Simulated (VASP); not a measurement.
# Si30C (a cell with a defect) in VASP: single point with PBE

Aim: the single point of Si30C (a cell with a defect) with PBE.

Everything below comes from runs of VASP 6.6.1. Logs are shortened: lines on timing, memory, paths and dates and some standing lists are left out, and cuts for length are marked.

### 1 The cell of the first run

The cell holds a defect, 31 atoms: a = 9.220 Å, b = 9.220 Å, c = 9.992 Å, α = 116.09°, β = 116.09°, γ = 92.69°.

### 2 Single point, PBE

Input file INCAR:

```
  PREC = Accurate
  ENCUT = 520
  EDIFF = 1E-7
  ISMEAR = 0
  SIGMA = 0.02
  LREAL = Auto
  LASPH = T
  NELM = 80
  ALGO = Normal
  ISIF = 2
  LWAVE = F
  LCHARG = F
  GGA = PE
  NBANDS = 83
```

Input file KPOINTS:

```
Automatic mesh
0
Gamma
  2 2 2
  0.5 0.5 0.5
```

Input file POSCAR:

```
Si30C
1.0
   -5.7769209609      3.3353068718      6.3650226989
    5.7769209609     -3.3353068718      6.3650226989
    3.8512806405      6.6706137437     -6.3650226989
C Si
1 30
Direct
    0.1874966329     -0.0625105642      0.1250105776
    0.7390899247      0.5764353814      0.2493127691
    0.1156742430      0.4311402203      0.4891713067
    0.6120020543      0.9493647729      0.4978414762
    0.4885106665      0.3285358135      0.7487535578
    1.0079021482      0.8240404458      0.7833200964
    0.8736069824      0.1994909350      0.0041641018
    0.3325481472      0.7291892676      1.0152951609
    0.3218995684      0.4770581023      0.2486807643
    0.8285725953      0.9914057946      0.2464565858
    0.1995079879      0.8677864122      0.4978926600
    0.6847698130      0.3565911415      0.4913864822
    0.5697879180      0.7393057456      0.7510137999
    0.0755874169      0.2418489390      0.7524388894
    0.9764736945      0.6489965462      1.0082993073
    0.4459854526      0.1145435874      0.0033725037
    0.3985389241      0.2260274734      0.2417154455
    0.9290133069      0.7604592179      0.2466316372
    0.2994111750      0.6331521335      0.4975632887
    0.8052121201      0.1356955350      0.4989876286
    0.6902389422      0.5184169300      0.7586243270
    0.1754908081      0.0072143049      0.7521098380
    0.0530997165      0.3979525952      0.0013219438
    0.5464261507      0.8835954775      1.0035439661
    0.5013943516      0.6755104765      0.2458343072
    0.0424517628      0.1457940158      0.2346910175
    0.3670878039      0.0509516982      0.4666666658
    0.8864918172      0.5464596749      0.5012407535
    0.7629947133      0.9256362100      0.7521560226
    0.2593239050      0.4438480923      0.7608176676
    0.6359092920      0.2985635983      0.0006853327
```

Potentials or basis: VASP PAW PBE potentials, release 64 (C, Si).

On the command line:

```console
> cat potpaw_PBE.64/C/POTCAR potpaw_PBE.64/Si/POTCAR > POTCAR
> mpirun -np 1 vasp_std > vasp.out
```

OUTCAR:

```text
PREC = Accurate
   ENCUT = 520
   EDIFF = 1E-7
   ISMEAR = 0
   LREAL = Auto
   LASPH = T
   NELM = 80
   ISIF = 2
   GGA = PE

 ion  position               nearest neighbor table
   1  0.187  0.937  0.125-  26 2.52   8 2.52
   2  0.739  0.576  0.249-  31 2.39  18 2.40  25 2.41  28 2.43
   3  0.116  0.431  0.489-  30 2.38  19 2.41  28 2.44  26 2.51
   4  0.612  0.949  0.498-  25 2.38  20 2.41  29 2.42  27 2.43
   5  0.489  0.329  0.749-  31 2.43  21 2.43  30 2.44  27 2.52
   6  0.008  0.824  0.783-  29 2.43  22 2.45  28 2.52
   7  0.874  0.199  0.004-  29 2.38  31 2.41  23 2.43  26 2.43
   8  0.333  0.729  0.015-  25 2.43  24 2.45  30 2.51   1 2.52
   9  0.322  0.477  0.249-  19 2.37  23 2.38  25 2.43  17 2.43
  10  0.829  0.991  0.246-  18 2.36  24 2.39  20 2.39  26 2.45
  11  0.200  0.868  0.498-  18 2.36  19 2.39  22 2.41  27 2.45
  12  0.685  0.357  0.491-  20 2.38  21 2.39  17 2.43  28 2.43
  13  0.570  0.739  0.751-  19 2.37  21 2.38  24 2.39  29 2.41
  14  0.076  0.242  0.752-  20 2.37  23 2.37  22 2.39  30 2.41
  15  0.976  0.649  0.008-  18 2.39  21 2.43  23 2.43
  16  0.446  0.115  0.003-  24 2.36  22 2.36  17 2.39  31 2.40
  17  0.399  0.226  0.242-  16 2.39  12 2.43   9 2.43
  18  0.929  0.760  0.247-  10 2.36  11 2.36  15 2.39   2 2.40
  19  0.299  0.633  0.498-  13 2.37   9 2.37  11 2.39   3 2.41
  20  0.805  0.136  0.499-  14 2.37  12 2.38  10 2.39   4 2.41
  21  0.690  0.518  0.759-  13 2.38  12 2.39  15 2.43   5 2.43
  22  0.175  0.007  0.752-  16 2.36  14 2.39  11 2.41   6 2.45
  23  0.053  0.398  0.001-  14 2.37   9 2.38   7 2.43  15 2.43
  24  0.546  0.884  0.004-  16 2.36  10 2.39  13 2.39   8 2.45
  25  0.501  0.676  0.246-   4 2.38   2 2.41   9 2.43   8 2.43
  26  0.042  0.146  0.235-   7 2.43  10 2.45   3 2.51   1 2.52
  27  0.367  0.051  0.467-   4 2.43  11 2.45   5 2.52
  28  0.886  0.546  0.501-   2 2.43  12 2.43   3 2.44   6 2.52
  29  0.763  0.926  0.752-   7 2.38  13 2.41   4 2.42   6 2.43
  30  0.259  0.444  0.761-   3 2.38  14 2.41   5 2.44   8 2.51
  31  0.636  0.299  0.001-   2 2.39  16 2.40   7 2.41   5 2.43

  LATTYP: Found a face centered orthorhombic cell.
 ALAT       =    12.7300453978
 B/A-ratio  =     1.0480109906
 C/A-ratio  =     1.2101388550

  Lattice vectors:

 A1 = (   9.6282016014,   3.3353068719,   0.0000000000)
 A2 = (   3.8512806405,   6.6706137437,   6.3650226989)
 A3 = (   5.7769209609,  -3.3353068718,   6.3650226989)

Analysis of symmetry for initial positions (statically):
=====================================================================
 Subroutine PRICEL returns:
 Original cell was already a primitive cell.

 Routine SETGRP: Setting up the symmetry group for a
 face centered orthorhombic supercell.

 Subroutine GETGRP returns: Found  1 space group operations
 (whereof  1 operations were pure point group operations)
 out of a pool of  8 trial point group operations.

The static configuration has the point symmetry C_1 .

Analysis of symmetry for dynamics (positions and initial velocities):
=====================================================================
 Subroutine PRICEL returns:
 Original cell was already a primitive cell.

 Routine SETGRP: Setting up the symmetry group for a
 face centered orthorhombic supercell.

 Subroutine GETGRP returns: Found  1 space group operations
 (whereof  1 operations were pure point group operations)
 out of a pool of  8 trial point group operations.

The dynamic configuration has the point symmetry C_1 .

 Subroutine INISYM returns: Found  1 space group operations
 (whereof  1 operations are pure point group operations),
 and found     1 'primitive' translations

----------------------------------------------------------------------------------------

                                     Primitive cell

  volume of cell :     654.0801

  direct lattice vectors                    reciprocal lattice vectors
    -5.776920961  3.335306872  6.365022699    -0.032456736  0.093694527  0.078554315
     5.776920961 -3.335306872  6.365022699     0.097370209  0.018738905  0.078554315
     3.851280641  6.670613744 -6.365022699     0.064913473  0.112433432  0.000000000

  length of vectors
     9.220119396  9.220119396  9.992145127     0.126502508  0.126502508  0.129826945

  position of ions in fractional coordinates (direct lattice)
     0.187496633  0.937489436  0.125010578
     0.739089925  0.576435381  0.249312769
     0.115674243  0.431140220  0.489171307
     0.612002054  0.949364773  0.497841476
     0.488510666  0.328535813  0.748753558
     0.007902148  0.824040446  0.783320096
[... 23 lines left out ...]
     0.259323905  0.443848092  0.760817668
     0.635909292  0.298563598  0.000685333

  ion indices of the primitive-cell ions
   primitive index   ion index
                 1           1
                 2           2
                 3           3
                 4           4
                 5           5
                 6           6
[... 23 lines left out ...]
                30          30
                31          31

----------------------------------------------------------------------------------------

 KPOINTS: Automatic mesh

Automatic generation of k-mesh.
 Grid dimensions read from file:
 generate k-points for:    2    2    2

 Generating k-lattice:

  Cartesian coordinates                     Fractional coordinates (reciprocal lattice)
    -0.016228368  0.046847264  0.039277158     0.500000000  0.000000000 -0.000000000
     0.048685104  0.009369453  0.039277158     0.000000000  0.500000000  0.000000000
     0.032456736  0.056216716  0.000000000     0.000000000  0.000000000  0.500000000

  Length of vectors
     0.063251254  0.063251254  0.064913473

  Shift w.r.t. Gamma in fractional coordinates (k-lattice)
     0.500000000  0.500000000  0.500000000

 Subroutine IBZKPT returns following result:
 ===========================================

 Found      4 irreducible k-points:

 Following reciprocal coordinates:
            Coordinates               Weight
  0.250000  0.250000  0.250000      2.000000
 -0.250000  0.250000  0.250000      2.000000
 -0.250000  0.250000 -0.250000      2.000000
 -0.250000 -0.250000  0.250000      2.000000
   k-points           NKPTS =      4   k-points in BZ     NKDIM =      4   number of bands    NBANDS=     83
   number of dos      NEDOS =    301   number of ions     NIONS =     31
   total plane-waves  NPLWV = 392000
   dimension x,y,z NGX =    70 NGY =   70 NGZ =   80
   dimension x,y,z NGXF=   140 NGYF=  140 NGZF=  160
   ions per type =               1  30
   NGX,Y,Z   is equivalent  to a cutoff of  12.62, 12.62, 13.31 a.u.
   NGXF,Y,Z  is equivalent  to a cutoff of  25.24, 25.24, 26.62 a.u.
 SYSTEM =  unknown system
   PREC   = accura    normal or accurate (medium, high low for compatibility)
   ISTART =      0    job   : 0-new  1-cont  2-samecut
   ICHARG =      2    charge: 1-file 2-atom 10-const
   ISPIN  =      1    spin polarized calculation?
   LNONCOLLINEAR =      F non collinear calculations
   LSORBIT =      F    spin-orbit coupling
   LASPH  =      T    aspherical Exc in radial PAW
   ENCUT  =  520.0 eV  38.22 Ry    6.18 a.u.  17.14 17.14 18.58*2*pi/ulx,y,z
   NELM   =     80;   NELMIN=  2; NELMDL= -5     # of ELM steps
   EDIFF  = 0.1E-06   stopping-criterion for ELM
   LREAL  =      T    real-space projection
   EDIFFG = 0.1E-05   stopping-criterion for IOM
   NSW    =      0    number of steps for IOM
   IBRION =     -1    ionic relax: 0-MD 1-quasi-New 2-CG
   NFREE  =      0    steps in history (QN), initial steepest desc. (CG)
   ISIF   =      2    stress and relaxation
   ISYM   =      2    0-nonsym 1-usesym 2-fastsym
   POTIM  = 0.5000    time-step for ionic-motion
   TEBEG  =    0.0;   TEEND  =   0.0 temperature during run
   PSTRESS=    0.0 pullay stress
   NELECT =     124.0000    total number of electrons
   NUPDOWN=      -1.0000    fix difference up-down
   EMIN   =  10.00;   EMAX   =-10.00  energy-range for DOS
   EFERMI =   0.00;   METHOD = LEGACY
   ISMEAR =     0;   SIGMA  =   0.02  broadening in eV -4-tet -1-fermi 0-gaus
   EFERMI_NEDOS =   21; number of points for ismear=-14 and -15
   IALGO  =     38    algorithm
   IMIX   =      4    mixing-type and parameters
     AMIX     =   0.40;   BMIX     =  1.00
     AMIX_MAG =   1.60;   BMIX_MAG =  1.00
  volume/ion in A,a.u.               =      21.10       142.39
  Fermi-wavevector in a.u.,A,eV,Ry     =   0.940456  1.777204 12.033771  0.884457
  Thomas-Fermi vector in A             =   2.067869
   LORBIT       =      0    0 simple, 1 ext, 2 COOP (PROOUT), +10 PAW based schemes
   GGA     = PE    functional components
   LHFCALC =     F    Hartree Fock is set to
   AEXX    =    0.0000 exact exchange contribution
   IVDW    =     0    specifies the selected vdW correction
   LEPSILON=     F    determine dielectric tensor
   LRPA    =     F    only Hartree local field effects (RPA)
 non-spin polarized calculation
 Gauss-broadening in eV      SIGMA  =   0.02
  energy-cutoff  :      520.00
  volume of cell :      654.08
 maximum number of plane-waves:     17670
 NGX is ok and might be reduce to    70
   NGX = 35   NGY = 35   NGZ = 37

 number of electron     123.9999999 magnetization

 Free energy of the ion-electron system (eV)
  ---------------------------------------------------
  ext. energy  EPLUGINS =         0.00000000
  ---------------------------------------------------
  free energy    TOTEN  =      -163.04664792 eV

  energy without entropy =     -163.04664792  energy(sigma->0) =     -163.04664792

 E-fermi :   5.1204     XC(G=0):  -9.2273

 val. band max:        5.0400880501   @ k =  -0.2500  -0.2500   0.2500
 cond. band min:       5.2012325895   @ k =   0.2500   0.2500   0.2500
 fundamental gap:      0.1611445395
 Fermi energy:         5.1204043263

 k-point     1 :       0.2500    0.2500    0.2500
  band No.  band energies     occupation
      1      -5.7998      2.00000
      2      -5.6826      2.00000
      3      -5.5678      2.00000
      4      -5.5382      2.00000
      5      -4.4913      2.00000
      6      -4.2871      2.00000
[... 66 lines left out ...]
     73       7.2850      0.00000
     74       7.4104      0.00000

 k-point     2 :      -0.2500    0.2500    0.2500
  band No.  band energies     occupation
      1      -6.1439      2.00000
      2      -5.4233      2.00000
      3      -5.3528      2.00000
      4      -5.1600      2.00000
      5      -4.8398      2.00000
      6      -4.4354      2.00000
[... 66 lines left out ...]
     73       7.2663      0.00000
     74       7.3278      0.00000

 k-point     3 :      -0.2500    0.2500   -0.2500
  band No.  band energies     occupation
      1      -6.1439      2.00000
      2      -5.4257      2.00000
      3      -5.3731      2.00000
      4      -5.1401      2.00000
      5      -4.8121      2.00000
      6      -4.4394      2.00000
[... 66 lines left out ...]
     73       7.2655      0.00000
     74       7.3268      0.00000

 k-point     4 :      -0.2500   -0.2500    0.2500
  band No.  band energies     occupation
      1      -6.2554      2.00000
      2      -5.2142      2.00000
      3      -5.0764      2.00000
      4      -5.0708      2.00000
      5      -4.9388      2.00000
      6      -4.8396      2.00000
[... 66 lines left out ...]
     73       7.4418      0.00000
     74       7.5133      0.00000
 [bands above 74 left out]

------------------------ aborting loop because EDIFF is reached ----------------------------------------

  FORCE on cell =-STRESS in cart. coord.  units (eV):
  Direction    XX          YY          ZZ          XY          YZ          ZX
  --------------------------------------------------------------------------------------
  -------------------------------------------------------------------------------------
  Total      -26.6060361    -20.7000924    -19.8281075      0.2307820     -0.4522411     -0.0708119
  in kB      -65.1718201    -50.7051366    -48.5691987      0.5653035     -1.1077703     -0.1734547
  external PRESSURE =     -54.8153851 kB  Pullay stress =       0.0000000 kB

 VOLUME and BASIS-vectors are now :
 -----------------------------------------------------------------------------
  energy-cutoff  :      520.00
  volume of cell :      654.08
      direct lattice vectors                 reciprocal lattice vectors
    -5.776920961  3.335306872  6.365022699    -0.032456736  0.093694527  0.078554315
     5.776920961 -3.335306872  6.365022699     0.097370209  0.018738905  0.078554315
     3.851280641  6.670613744 -6.365022699     0.064913473  0.112433432  0.000000000

 POSITION                                       TOTAL-FORCE (eV/Angst)
 -----------------------------------------------------------------------------------
      4.81410     -1.66756      6.36487        -0.001885     -0.002182     -0.000090
      0.02053      2.20557      6.78647         0.000586     -0.001017     -0.000136
      3.70636      2.21090      0.36690         0.001695      0.001892      0.001509
      3.86624      2.19570      6.76936        -0.002878     -0.002257      0.002831
      1.95950      5.52821      0.43469         0.001625      0.001106      0.003214
      7.73155      2.50315      0.30948        -0.003293     -0.007283      0.008215
[... 23 lines left out ...]
      3.99610      4.45968     -0.36692        -0.001840     -0.002798      0.000389
     -1.94618      1.12972      5.94358        -0.000933      0.000639      0.000653
 -----------------------------------------------------------------------------------
    total drift:                               -0.000092     -0.002496      0.002960

  FREE ENERGIE OF THE ION-ELECTRON SYSTEM (eV)
  ---------------------------------------------------
  free  energy   TOTEN  =      -163.0466479176 eV

  energy  without entropy=     -163.0466479170  energy(sigma->0) =     -163.04664792
```

It took 4.1 min on 1 thread of Intel Xeon 6975P-C (Granite Rapids), shared host; peak memory 0.77 GiB.

What came out:

```yaml
Free_energy: -163.0466 eV
Pressure: -5.5 GPa
Largest_force: 0.013 eV/Å
Band_gap_on_the_k_mesh: 0.16 eV
```

Forces on the atoms (eV/Å):
```
C   -0.002 -0.002  0.000
Si   0.001 -0.001  0.000
Si   0.002  0.002  0.002
Si  -0.003 -0.002  0.003
Si   0.002  0.001  0.003
Si  -0.003 -0.007  0.008
Si   0.001 -0.001 -0.001
Si  -0.010  0.008  0.000
Si  -0.001 -0.003 -0.002
Si   0.000  0.001 -0.004
Si   0.000 -0.002 -0.004
Si  -0.003  0.005 -0.001
Si   0.000 -0.001 -0.002
Si   0.003 -0.001  0.002
Si  -0.001 -0.004 -0.008
Si   0.000  0.001  0.000
Si   0.002  0.004  0.009
Si  -0.002  0.001 -0.002
Si  -0.002  0.002 -0.003
Si   0.002  0.000  0.001
Si   0.002 -0.006  0.000
Si   0.000  0.002  0.003
Si  -0.002  0.004  0.002
Si   0.003 -0.001  0.003
Si  -0.002  0.001 -0.002
Si   0.010 -0.007  0.000
Si   0.004  0.008 -0.006
Si  -0.001 -0.002 -0.001
Si   0.003  0.002 -0.002
Si  -0.002 -0.003  0.000
Si  -0.001  0.001  0.001
```

Stress tensor (GPa, compression positive):
```
-6.52  0.06 -0.02
 0.06 -5.07 -0.11
-0.02 -0.11 -4.86
```

Levels at points of the mesh, in eV from the valence-band top:
```tsv
k point	band 58	band 59	band 60	band 61	band 62	band 63	band 64	band 65	band 66	band 67
(0.25, 0.25, 0.25)	-0.88	-0.84	-0.63	-0.53	-0.40	0.16	0.25	0.98	1.11	1.19
```
